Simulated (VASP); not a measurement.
# BaTiO3 (P4mm) in VASP: further runs

The runs below take BaTiO3 through single point, with PBEsol.

All numbers are computed with VASP 6.6.1; they aren't measurements. Logs are shortened: lines on timing, memory, paths and dates and some standing lists are left out, and cuts for length are marked.

## 1. The cell of the first run

It takes space group P4mm (No. 99, tetragonal). The conventional cell has a = 3.777 Å, b = 3.777 Å, c = 4.153 Å, α = 90.00°, β = 90.00°, γ = 90.00°. Ba (site symmetry 4mm) has 12 O at 2.68 to 2.93 Å and 8 Ti at 3.34 to 3.43 Å within 3.5 Å. Within 2.3 Å of Ti (site symmetry 4mm) lie 5 O at 1.76 to 1.90 Å. O (site symmetry 2mm) has 2 Ti at 1.90 Å within 2.5 Å. O (site symmetry 4mm) has 1 Ti at 1.76 Å within 2.3 Å.

## 2. Single point, PBEsol (biaxial strain in the a-b plane: -4.5 %)

The input, INCAR:

```
PREC     = Accurate       # precision mode
ENCUT    = 520            # plane-wave cutoff, eV
EDIFF    = 1E-6           # SCF threshold, eV
ISMEAR   = 0              # smearing method
SIGMA    = 0.02           # smearing width, eV
LREAL    = F              # projectors in reciprocal space
LASPH    = T              # aspherical terms in the spheres
NELM     = 80             # most SCF steps
ALGO     = Normal         # electronic algorithm
ISIF     = 2              # what is computed and relaxed
LWAVE    = F              # write WAVECAR
LCHARG   = F              # write CHGCAR
GGA      = PS             # functional
NBANDS   = 28             # bands
```

The input, KPOINTS:

```
Automatic mesh
0
Gamma
  8 8 8
```

The input, POSCAR:

```
BaTiO3
1.0
    3.7774915295      0.0000000000      0.0000000000
    0.0000000000      3.7774915295      0.0000000000
    0.0000000000      0.0000000000      4.1532286755
Ba Ti O
1 1 3
Direct
    0.5000000000      0.5000000000      0.5967427913
    0.0000000000      0.0000000000      0.1137862749
    0.0000000000      0.5000000000      0.0561316277
    0.5000000000      0.0000000000      0.0561316277
    0.0000000000      0.0000000000      0.5372046685
```

Potentials or basis: VASP PAW PBE potentials, release 64 (Ba_sv, Ti_sv, O).

Launch:

```
> cat potpaw_PBE.64/Ba_sv/POTCAR potpaw_PBE.64/Ti_sv/POTCAR potpaw_PBE.64/O/POTCAR > POTCAR
> mpirun -np 1 vasp_std > vasp.out
```

OUTCAR:

```text
PREC = Accurate
   ENCUT = 520
   EDIFF = 1E-6
   ISMEAR = 0
   LREAL = F
   LASPH = T
   NELM = 80
   ISIF = 2
   GGA = PS

 ion  position               nearest neighbor table
   1  0.500  0.500  0.597-   5 2.68   5 2.68   5 2.68   5 2.68   4 2.68   3 2.68   3 2.68   4 2.68
                             3 2.93   4 2.93   3 2.93   4 2.93   2 3.34   2 3.34   2 3.34   2 3.34
   2  0.000  0.000  0.114-   5 1.76   4 1.90   3 1.90   3 1.90   4 1.90   5 2.39   1 3.34   1 3.34
                             1 3.34   1 3.34   1 3.43   1 3.43   1 3.43   1 3.43
   3  0.000  0.500  0.056-   2 1.90   2 1.90   1 2.68   1 2.68   1 2.93   1 2.93
   4  0.500  0.000  0.056-   2 1.90   2 1.90   1 2.68   1 2.68   1 2.93   1 2.93
   5  0.000  0.000  0.537-   2 1.76   2 2.39   1 2.68   1 2.68   1 2.68   1 2.68

  LATTYP: Found a simple tetragonal cell.
 ALAT       =     3.7774915295
 C/A-ratio  =     1.0994673696

  Lattice vectors:

 A1 = (   3.7774915295,   0.0000000000,   0.0000000000)
 A2 = (   0.0000000000,   3.7774915295,   0.0000000000)
 A3 = (   0.0000000000,   0.0000000000,   4.1532286755)

Analysis of symmetry for initial positions (statically):
=====================================================================
 Subroutine PRICEL returns:
 Original cell was already a primitive cell.

 Routine SETGRP: Setting up the symmetry group for a
 simple tetragonal supercell.

 Subroutine GETGRP returns: Found  8 space group operations
 (whereof  8 operations were pure point group operations)
 out of a pool of 16 trial point group operations.

The static configuration has the point symmetry C_4v.

Analysis of symmetry for dynamics (positions and initial velocities):
=====================================================================
 Subroutine PRICEL returns:
 Original cell was already a primitive cell.

 Routine SETGRP: Setting up the symmetry group for a
 simple tetragonal supercell.

 Subroutine GETGRP returns: Found  8 space group operations
 (whereof  8 operations were pure point group operations)
 out of a pool of 16 trial point group operations.

The dynamic configuration has the point symmetry C_4v.

 Subroutine INISYM returns: Found  8 space group operations
 (whereof  8 operations are pure point group operations),
 and found     1 'primitive' translations

----------------------------------------------------------------------------------------

                                     Primitive cell

[... 91 lines left out ...]
   LNONCOLLINEAR =      F non collinear calculations
   LSORBIT =      F    spin-orbit coupling
   LASPH  =      T    aspherical Exc in radial PAW
   ENCUT  =  520.0 eV  38.22 Ry    6.18 a.u.   7.02  7.02  7.72*2*pi/ulx,y,z
   NELM   =     80;   NELMIN=  2; NELMDL= -5     # of ELM steps
   EDIFF  = 0.1E-05   stopping-criterion for ELM
   LREAL  =      F    real-space projection
   EDIFFG = 0.1E-04   stopping-criterion for IOM
   NSW    =      0    number of steps for IOM
   IBRION =     -1    ionic relax: 0-MD 1-quasi-New 2-CG
   NFREE  =      0    steps in history (QN), initial steepest desc. (CG)
   ISIF   =      2    stress and relaxation
   ISYM   =      2    0-nonsym 1-usesym 2-fastsym
   POTIM  = 0.5000    time-step for ionic-motion
   TEBEG  =    0.0;   TEEND  =   0.0 temperature during run
   PSTRESS=    0.0 pullay stress
   NELECT =      40.0000    total number of electrons
   NUPDOWN=      -1.0000    fix difference up-down
   EMIN   =  10.00;   EMAX   =-10.00  energy-range for DOS
   EFERMI =   0.00;   METHOD = LEGACY
   ISMEAR =     0;   SIGMA  =   0.02  broadening in eV -4-tet -1-fermi 0-gaus
   EFERMI_NEDOS =   21; number of points for ismear=-14 and -15
   IALGO  =     38    algorithm
   IMIX   =      4    mixing-type and parameters
     AMIX     =   0.40;   BMIX     =  1.00
     AMIX_MAG =   1.60;   BMIX_MAG =  1.00
  volume/ion in A,a.u.               =      11.85        79.99
  Fermi-wavevector in a.u.,A,eV,Ry     =   1.436031  2.713706 28.057739  2.062186
  Thomas-Fermi vector in A             =   2.555264
   LORBIT       =      0    0 simple, 1 ext, 2 COOP (PROOUT), +10 PAW based schemes
   GGA     = PS    functional components
   LHFCALC =     F    Hartree Fock is set to
   AEXX    =    0.0000 exact exchange contribution
   IVDW    =     0    specifies the selected vdW correction
   LEPSILON=     F    determine dielectric tensor
   LRPA    =     F    only Hartree local field effects (RPA)
 non-spin polarized calculation
 Gauss-broadening in eV      SIGMA  =   0.02
  energy-cutoff  :      520.00
  volume of cell :       59.26
 maximum number of plane-waves:      1616
   NGX = 15   NGY = 15   NGZ = 15

 number of electron      39.9999977 magnetization

 Free energy of the ion-electron system (eV)
  ---------------------------------------------------
  ext. energy  EPLUGINS =         0.00000000
  ---------------------------------------------------
  free energy    TOTEN  =       -41.57611027 eV

  energy without entropy =      -41.57611027  energy(sigma->0) =      -41.57611027

 E-fermi :   4.9224     XC(G=0): -11.9027

 val. band max:        4.6557020545   @ k =   0.5000   0.5000   0.5000
 cond. band min:       6.6331825590   @ k =   0.0000   0.0000   0.0000
 fundamental gap:      1.9774805045
 Fermi energy:         4.9223522411

 k-point     1 :       0.0000    0.0000    0.0000
  band No.  band energies     occupation
      1     -51.2752      2.00000
      2     -27.8447      2.00000
      3     -27.6730      2.00000
      4     -27.6730      2.00000
      5     -20.3859      2.00000
      6     -12.6901      2.00000
[... 733 lines left out ...]
     27      12.7736      0.00000
     28      13.5118      0.00000

 [... further k-points ...]
[... 5 lines left out ...]
  --------------------------------------------------------------------------------------
  -------------------------------------------------------------------------------------
  Total        8.7780360      8.7780360      5.6616061      0.0000000      0.0000000      0.0000000
  in kB      237.3094844    237.3094844    153.0584770      0.0000000      0.0000000      0.0000000
  external PRESSURE =     209.2258153 kB  Pullay stress =       0.0000000 kB

 VOLUME and BASIS-vectors are now :
 -----------------------------------------------------------------------------
  energy-cutoff  :      520.00
  volume of cell :       59.26
      direct lattice vectors                 reciprocal lattice vectors
     3.777491529  0.000000000  0.000000000     0.264725941  0.000000000  0.000000000
     0.000000000  3.777491529  0.000000000     0.000000000  0.264725941  0.000000000
     0.000000000  0.000000000  4.153228676     0.000000000  0.000000000  0.240776533

 POSITION                                       TOTAL-FORCE (eV/Angst)
 -----------------------------------------------------------------------------------
      1.88875      1.88875      2.47841         0.000000      0.000000     -0.243423
      0.00000      0.00000      0.47258         0.000000     -0.000000     -0.936304
      0.00000      1.88875      0.23313         0.000000      0.000000     -0.014193
      1.88875      0.00000      0.23313         0.000000      0.000000     -0.014193
      0.00000      0.00000      2.23113         0.000000      0.000000      1.208113
 -----------------------------------------------------------------------------------
    total drift:                               -0.000000      0.000000      0.000613

  FREE ENERGIE OF THE ION-ELECTRON SYSTEM (eV)
  ---------------------------------------------------
  free  energy   TOTEN  =       -41.5761102737 eV

  energy  without entropy=      -41.5761102737  energy(sigma->0) =      -41.57611027
```

OSZICAR:

```text
N       E                     dE             d eps       ncg     rms          rms(c)
DAV:   1     0.433723935395E+03    0.43372E+03   -0.19648E+04  4200   0.153E+03
DAV:   2    -0.303543837071E+01   -0.43676E+03   -0.41427E+03  4704   0.429E+02
DAV:   3    -0.491183902098E+02   -0.46083E+02   -0.45643E+02  5892   0.137E+02
DAV:   4    -0.510275302229E+02   -0.19091E+01   -0.19049E+01  6308   0.244E+01
DAV:   5    -0.510515428170E+02   -0.24013E-01   -0.24007E-01  5584   0.268E+00    0.272E+01
DAV:   6    -0.416091346717E+02    0.94424E+01   -0.48029E+01  6024   0.714E+01    0.106E+01
DAV:   7    -0.416632642147E+02   -0.54130E-01   -0.82131E+00  5576   0.219E+01    0.861E+00
DAV:   8    -0.415776326822E+02    0.85632E-01   -0.89301E-01  5224   0.101E+01    0.217E+00
DAV:   9    -0.415852954697E+02   -0.76628E-02   -0.18260E-01  5452   0.319E+00    0.984E-01
DAV:  10    -0.415789147277E+02    0.63807E-02   -0.79007E-02  5584   0.230E+00    0.549E-01
DAV:  11    -0.415763058221E+02    0.26089E-02   -0.18509E-02  6236   0.972E-01    0.154E-01
DAV:  12    -0.415761018827E+02    0.20394E-03   -0.14390E-03  5280   0.362E-01    0.405E-02
DAV:  13    -0.415761307238E+02   -0.28841E-04   -0.39916E-04  6076   0.178E-01    0.482E-02
DAV:  14    -0.415761107256E+02    0.19998E-04   -0.10497E-04  5956   0.879E-02    0.756E-03
DAV:  15    -0.415761102737E+02    0.45188E-06   -0.86633E-06  4816   0.195E-02
   1 F= -.41576110E+02 E0= -.41576110E+02  d E =-.139583E-81
```

Run time: 2.7 min. Hardware: 1 thread of Intel Xeon 8259CL, shared host; peak memory 0.26 GiB.

What came out:

```yaml
Free_energy: -41.5761 eV
Pressure: 20.9 GPa
Largest_force: 1.208 eV/Å
Band_gap_on_the_k_mesh: 1.98 eV (least direct gap 2.67 eV)
```

Forces on the atoms (eV/Å):
```
Ba   0.000  0.000 -0.243
Ti   0.000  0.000 -0.936
O    0.000  0.000 -0.014
O    0.000  0.000 -0.014
O    0.000  0.000  1.208
```

Stress tensor (GPa, compression positive):
```
23.73  0.00  0.00
 0.00 23.73  0.00
 0.00  0.00 15.31
```

Levels at points of the mesh, in eV from the valence-band top:
```
           k point  band 17  band 18  band 19  band 20  band 21  band 22  band 23  band 24
(0.00, 0.00, 0.00)    -1.80    -1.19    -0.69    -0.69     1.98     2.90     2.90     4.11
(0.50, 0.00, 0.00)    -2.41    -1.99    -1.94    -1.61     3.01     4.03     4.16     4.80
(0.50, 0.50, 0.00)    -2.15    -1.02    -1.02    -0.06     4.23     4.23     4.46     4.67
(0.00, 0.00, 0.50)    -2.31    -2.31    -0.75    -0.75     2.12     3.92     3.92     5.08
(0.50, 0.00, 0.50)    -1.91    -1.41    -1.29    -0.81     3.95     4.14     4.18     5.94
(0.50, 0.50, 0.50)    -2.57    -0.74    -0.74     0.00     4.53     4.53     4.84     6.36
```

Caveat: the cell differs from its parent crystal (biaxial strain in the a-b plane: -4.5 %); the stress differs along the axes, from 15 to 24 GPa; the PAW data sets were made with another functional, which shifts forces and pressure a little; spin-orbit coupling is left out, which moves the levels of the heavy elements.

## 3. Single point, PBEsol (biaxial strain in the a-b plane: -3.0 %)

The input, INCAR:

```
SYSTEM = BaTiO3
PREC = Accurate ; ENCUT = 520
EDIFF = 1E-7 ; ISMEAR = 0
SIGMA = 0.02 ; LREAL = .False.
LASPH = .True. ; NELM = 80
ALGO = Normal ; ISIF = 2
LWAVE = .False. ; LCHARG = .False.
GGA = PS ; NBANDS = 28
```

The input, KPOINTS:

```
regular mesh
0
Gamma
  8 8 8
  0 0 0
```

The input, POSCAR:

```
BaTiO3
1.0
    3.8368238572      0.0000000000      0.0000000000
    0.0000000000      3.8368238572      0.0000000000
    0.0000000000      0.0000000000      4.1168323191
Ba Ti O
1 1 3
Direct
    0.5000000000      0.5000000000      0.5874665040
    0.0000000000      0.0000000000      0.1048089142
    0.0000000000      0.5000000000      0.0606534181
    0.5000000000      0.0000000000      0.0606534181
    0.0000000000      0.0000000000      0.5464147356
```

Potentials or basis: VASP PAW PBE potentials, release 64 (Ba_sv, Ti_sv, O).

Launch:

```
> cat potpaw_PBE.64/Ba_sv/POTCAR potpaw_PBE.64/Ti_sv/POTCAR potpaw_PBE.64/O/POTCAR > POTCAR
> mpirun -np 1 vasp_std > vasp.out
```

Wall time 4.2 min (1 thread of Intel Xeon 8259CL, shared host); peak memory 0.27 GiB.

Results (log left out):

```yaml
Free_energy: -41.8200 eV
Pressure: 12.6 GPa
Largest_force: 0.292 eV/Å
Band_gap_on_the_k_mesh: 1.88 eV (least direct gap 2.44 eV)
```

Forces on the atoms (eV/Å):
```
Ba   0.000  0.000 -0.079
Ti   0.000  0.000 -0.158
O    0.000  0.000 -0.027
O    0.000  0.000 -0.027
O    0.000  0.000  0.292
```

Stress tensor (GPa, compression positive):
```
15.37  0.00  0.00
 0.00 15.37  0.00
 0.00  0.00  7.07
```

Levels at points of the mesh, in eV from the valence-band top:
| k point | band 18 | band 19 | band 20 | band 21 | band 22 | band 23 |
| --- | --- | --- | --- | --- | --- | --- |
| (0.00, 0.00, 0.00) | -0.82 | -0.56 | -0.56 | 1.88 | 2.44 | 2.44 |
| (0.50, 0.00, 0.00) | -1.96 | -1.56 | -1.28 | 2.58 | 3.90 | 3.97 |
| (0.50, 0.50, 0.00) | -0.95 | -0.95 | -0.06 | 4.02 | 4.02 | 4.44 |
| (0.00, 0.00, 0.50) | -2.07 | -0.75 | -0.75 | 2.02 | 3.67 | 3.67 |
| (0.50, 0.00, 0.50) | -1.26 | -1.18 | -0.59 | 3.69 | 3.96 | 4.10 |
| (0.50, 0.50, 0.50) | -0.47 | -0.47 | 0.00 | 4.42 | 4.42 | 4.67 |

Caveat: the cell differs from its parent crystal (biaxial strain in the a-b plane: -3.0 %); the stress differs along the axes, from 7 to 15 GPa; the PAW data sets were made with another functional, which shifts forces and pressure a little; spin-orbit coupling is left out, which moves the levels of the heavy elements. A k mesh can miss the band edges.

## 4. Single point, PBEsol (biaxial strain in the a-b plane: -1.5 %, then relaxed in part)

The input, INCAR:

```
ALGO = Normal ; EDIFF = 1E-6
ENCUT = 520 ; GGA = PS
ISIF = 2 ; ISMEAR = 0
LASPH = True ; LCHARG = False
LREAL = False ; LWAVE = False
NBANDS = 28 ; NELM = 80
PREC = Accurate ; SIGMA = 0.02
```

The input, KPOINTS:

```
k-points
0
Gamma
  8 8 8
```

Changes to POSCAR since step 3:

```diff
@@ -2,5 +2,5 @@
 1.0
-    3.8368238572      0.0000000000      0.0000000000
-    0.0000000000      3.8368238572      0.0000000000
-    0.0000000000      0.0000000000      4.1168323191
+    3.8961561849      0.0000000000      0.0000000000
+    0.0000000000      3.8961561849      0.0000000000
+    0.0000000000      0.0000000000      4.1345468598
 Ba Ti O
```

Launch:

```
> cat potpaw_PBE.64/Ba_sv/POTCAR potpaw_PBE.64/Ti_sv/POTCAR potpaw_PBE.64/O/POTCAR > POTCAR
> mpirun -np 1 vasp_std > vasp.out
```

Wall time 3.5 min (1 thread of Intel Xeon 8259CL, shared host); peak memory 0.27 GiB.

It converged, with:

```yaml
Free_energy: -41.9581 eV
Pressure: 5.1 GPa
Largest_force: 0.059 eV/Å
Band_gap_on_the_k_mesh: 1.82 eV (least direct gap 2.37 eV)
```

Forces on the atoms (eV/Å):
```
Ba   0.000  0.000 -0.048
Ti   0.000  0.000 -0.059
O    0.000  0.000  0.025
O    0.000  0.000  0.025
O    0.000  0.000  0.058
```

Stress tensor (GPa, compression positive):
```
6.63 0.00 0.00
0.00 6.63 0.00
0.00 0.00 1.98
```

Levels at points of the mesh, in eV from the valence-band top:
```csv
k point,band 17,band 18,band 19,band 20,band 21,band 22,band 23,band 24
"(0.00, 0.00, 0.00)",-1.47,-0.79,-0.55,-0.55,1.82,2.37,2.37,4.38
"(0.50, 0.00, 0.00)",-2.15,-1.88,-1.52,-1.25,2.49,3.70,3.78,4.32
"(0.50, 0.50, 0.00)",-1.99,-1.02,-1.02,-0.07,3.82,3.82,4.22,4.42
"(0.00, 0.00, 0.50)",-2.08,-2.08,-0.75,-0.75,1.96,3.57,3.57,4.43
"(0.50, 0.00, 0.50)",-1.85,-1.20,-1.13,-0.52,3.59,3.76,3.95,5.26
"(0.50, 0.50, 0.50)",-2.53,-0.43,-0.43,0.00,4.24,4.24,4.43,6.28
```

Caveat: the cell differs from its parent crystal (biaxial strain in the a-b plane: -1.5 %, then relaxed in part); the cell stands under pressure; the PAW data sets were made with another functional, which shifts forces and pressure a little; spin-orbit coupling is left out, which moves the levels of the heavy elements. A k mesh can miss the band edges.

## 5. Overview

| cell | gap on the mesh (eV) | pressure (GPa) | largest force (eV/Å) |
| --- | --- | --- | --- |
| a = 3.777, b = 3.777, c = 4.153 Å, 5 atoms, atomic positions A | 1.98 | 20.9 | 1.21 |
| a = 3.837, b = 3.837, c = 4.117 Å, 5 atoms, atomic positions B | 1.88 | 12.6 | 0.29 |
| a = 3.896, b = 3.896, c = 4.135 Å, 5 atoms, atomic positions B | 1.82 | 5.1 | 0.06 |

Alike in all rows: task single point; level PBEsol; potentials or basis VASP PAW PBE potentials, release 64 (Ba_sv, Ti_sv, O); no spin polarisation; k mesh 8 × 8 × 8; cutoff (eV) 520; smearing gaussian 0.02 eV.

Caveats: the PAW data sets were made with another functional, which shifts forces and pressure a little; spin-orbit coupling is left out, which moves the levels of the heavy elements; the stress differs along the axes, from 15 to 24 GPa (at least some runs); the stress differs along the axes, from 7 to 15 GPa (at least some runs); the cell stands under pressure (at least some runs).

Total energies depend on the potentials used, so only differences within one code and one set of settings carry meaning.
